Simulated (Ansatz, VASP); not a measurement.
**Ta2Si2Ge: VASP beside Ansatz**

INCAR

```
PREC = Accurate
ENCUT = 520
EDIFF = 1E-6
ISMEAR = 0
SIGMA = 0.1
LREAL = False
LASPH = True
NELM = 60
ALGO = Normal
ISIF = 2
LWAVE = False
LCHARG = False
GGA = PE
NBANDS = 30
```

Contents of KPOINTS:

```
Automatic mesh
0
Gamma
  6 6 2
```

Contents of POSCAR:

```
Ta2Si2Ge
1.0
    2.9206635869      0.0000000000      0.0000000000
    1.2356730503      2.7427058259      0.0000000000
    1.1675473698      0.6756427395     10.5884578181
Ta Si Ge
2 2 1
Direct
    0.4037464101      0.5094043183      0.7053777371
    0.5391986768      0.6104274233      0.2938070712
    0.9462419959      0.0131861980      0.1101504557
    0.9985352609      0.1084319840      0.8883877250
    0.1122776563      0.2585500764      0.5022770110
```

Input for Ansatz:

```yaml
crystal:
  lattice:
    - [2.9206635869, 0.0, 0.0]
    - [1.2356730503, 2.7427058259, 0.0]
    - [1.1675473698, 0.6756427395, 10.5884578181]
  atoms:
    - { symbol: Ta, position: [0.4037464101, 0.5094043183, 0.7053777371] }
    - { symbol: Ta, position: [0.5391986768, 0.6104274233, 0.2938070712] }
    - { symbol: Si, position: [0.9462419959, 0.013186198, 0.1101504557] }
    - { symbol: Si, position: [0.9985352609, 0.108431984, 0.888387725] }
    - { symbol: Ge, position: [0.1122776563, 0.2585500764, 0.502277011] }
basis:
  ecutwfc: 420
kpoints:
  mp_grid: { grid: [6, 6, 2] }
hamiltonian:
  xc: pbe
scf:
  occupations: { method: gaussian, width: 0.1 }
  lower_state_search: "off"
output:
  forces: true
  stress: true
  eigenvalues: true
```

Change from the starting cell: the structure that the rattled cell fell into.

Alike in both runs: task single point; functional PBE; k mesh 6 × 6 × 2; occupations gaussian, width 0.1 eV; no spin polarisation.

|  | VASP | Ansatz |
| --- | --- | --- |
| version | VASP 6.6.1 | Ansatz 0.2.0 |
| potentials or method | VASP PAW PBE potentials, release 64 (Ta_pv, Si, Ge_d), cutoff 520 eV | scalar-relativistic, plane waves, PAW |
| valence electrons in the cell | 44 | 48 |

```csv
,VASP,Ansatz,Ansatz less VASP
gap on the k mesh at the Fermi level (eV),none,none,-
pressure (GPa),-1.5,-1.6,-0.08
"traceless stress, the component that is largest in VASP (GPa)",-3.35,-3.34,+0.012
rms of the force components (eV/Å),0.167,0.167,+0.0003
```

Atom by atom the forces differ by 0.006 eV/Å (rms over components). A gap of «none» marks a metal or a gap that the smearing closes. The functional is the same, so the differences come from potentials, cutoffs and numerics. VASP's potentials hold 44 valence electrons a cell and Ansatz's 48, so a difference there can come from the potentials and not from the codes.

The k mesh is coarse, so the values compare programs but aren't converged. Spin-orbit coupling is off throughout.
